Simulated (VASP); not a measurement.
ScTaN, 6 atoms in the cell. It takes space group P-3m1 (No. 164, trigonal). Conventional cell: a = 3.030 Å, b = 3.030 Å, c = 10.128 Å, α = 90.00°, β = 90.00°, γ = 120.00°. Ta (site symmetry 3m) has 3 N at 2.16 Å within 2.9 Å. Within 4.0 Å of Sc (site symmetry -3m) lie 6 Sc at 3.03 Å and 6 Ta at 3.03 Å. Within 2.9 Å of Sc (site symmetry -3m) lie 6 N at 2.19 Å. N (site symmetry 3m) has 3 Ta at 2.16 Å and 3 Sc at 2.19 Å within 2.9 Å. 

| Quantity | Value |
| --- | --- |
| Program | VASP 6.6.1 |
| Task | single point |
| Functional | PBEsol |
| Dispersion | D3(BJ) |
| Potentials or basis | VASP PAW PBE potentials, release 64 (Ta_pv, Sc_sv, N) |
| Cutoff | 520 eV |
| k mesh | 10 × 10 × 3 |
| Occupations | fermi-dirac, width 0.05 eV |
| Spin | no spin polarisation |
| Dipole correction | no |
| Further INCAR settings | ALGO = Normal; EDIFF = 1e-06; NBANDS = 36 |

Potentials or basis: VASP PAW PBE potentials, release 64 (Ta_pv, Sc_sv, N).

Launch:

```console
$ cat potpaw_PBE.64/Ta_pv/POTCAR potpaw_PBE.64/Sc_sv/POTCAR potpaw_PBE.64/N/POTCAR > POTCAR
$ mpirun -np 1 vasp_std > vasp.out
```

Hardware: 1 thread of Intel(R) Xeon(R) Platinum 8259CL CPU @ 2.50GHz (Skylake/Cascade Lake), on a shared host.

**Question.** Estimate the wall time of this run.

**Answer.** It took 2.5 min on 1 thread of Intel(R) Xeon(R) Platinum 8259CL CPU @ 2.50GHz (Skylake/Cascade Lake), on a shared host, peak memory 0.26 GiB. Counts: scf iterations 15, k points 36.
